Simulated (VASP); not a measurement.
Input of a VASP 6.6.1 run:

File INCAR:

```
SYSTEM = TaN
PREC     = Accurate       ! precision mode
ENCUT    = 600            ! plane-wave cutoff, eV
EDIFF    = 1E-6           ! SCF threshold, eV
ISMEAR   = 1              ! smearing method
SIGMA    = 0.1            ! smearing width, eV
LREAL    = .FALSE.        ! projectors in reciprocal space
LASPH    = .TRUE.         ! aspherical terms in the spheres
NELM     = 120            ! most SCF steps
ALGO     = Normal         ! electronic algorithm
ISIF     = 2              ! what is computed and relaxed
LWAVE    = .FALSE.        ! write WAVECAR
LCHARG   = .TRUE.         ! write CHGCAR
GGA      = RP             ! functional
LELF     = .TRUE.         ! ELF
LVHAR    = .TRUE.       
NBANDS   = 33             ! bands
GGA_COMPAT= .FALSE.
```

Contents of KPOINTS:

```
regular mesh
0
G
  3 3 4
  0 0 0
```

POSCAR

```
TaN
1.0
    5.1910000000      0.0000000000      0.0000000000
   -2.5955000000      4.4955378710      0.0000000000
    0.0000000000      0.0000000000      2.9080000000
Ta N
3 3
Direct
    0.0000000000      0.0000000000      0.0000000000
    0.3333333333      0.6666666667      0.5000000000
    0.6666666667      0.3333333333      0.5000000000
    0.5000000000      0.0000000000      0.0000000000
    0.0000000000      0.5000000000      0.0000000000
    0.5000000000      0.5000000000      0.0000000000
```

Potentials or basis: VASP PAW PBE potentials, release 64 (Ta_pv, N).

Run with:

```sh
$ cat potpaw_PBE.64/Ta_pv/POTCAR potpaw_PBE.64/N/POTCAR > POTCAR
$ mpirun -np 1 vasp_std > vasp.out
```

**Question.** What does it give for the band gap on the k mesh?

**Answer.** Zero (bands 24 and 25 overlap by 2.13 eV).

**Question.** What does it give for the pressure?

**Answer.** 14.8 GPa.

Stress tensor (GPa, compression positive):
```
12.13  0.00  0.00
 0.00 12.13  0.00
 0.00  0.00 20.18
```

Caveat: the k points lie up to 0.54 Å⁻¹ apart, too coarse for converged energies and pressures of a metal; the PAW data sets were made with another functional, which shifts forces and pressure a little; spin-orbit coupling is left out, which moves the levels of the heavy elements.
